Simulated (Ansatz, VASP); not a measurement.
**Ta: VASP beside Ansatz**

```
Ta
1.0
     2.90037    0.00000    0.00000
    -1.45019    2.51180    0.00000
     0.00000    0.00000    5.16627
Ta
2
Direct
  0.33333 0.66667 0.25000
  0.66667 0.33333 0.75000
```

Alike in both runs: functional LDA; k mesh 11 × 11 × 5; occupations fermi-dirac, width 0.05 eV; no spin polarisation.

|  | VASP | Ansatz |
| --- | --- | --- |
| version | VASP 6.6.1 | Ansatz 0.2.0 |
| potentials or method | VASP PAW LDA potentials, release 64 (Ta_sv_GW) | Ansatz PAW |
| plane-wave cutoff (eV) | 500 | 420 |
| valence electrons in the cell | 26 | 26 |
| task | single point | band structure |

Ansatz gave:

| Quantity | Value |
| --- | --- |
| gap on the k mesh at the Fermi level (eV) | none |
| pressure (GPa) | -12.0 |
| traceless stress, the component that is largest in VASP (GPa) | 2.07 |

Problem. Estimate VASP's values.

Solution. gap on the k mesh at the Fermi level (eV): none; pressure (GPa): -12.4; traceless stress, the component that is largest in VASP (GPa): 2.10.

LDA's correlation is that of Perdew and Zunger in VASP and of Perdew and Wang (1992) in Ansatz. A gap of «none» marks a metal or a gap that the smearing closes.

Neither program's run includes spin-orbit coupling.
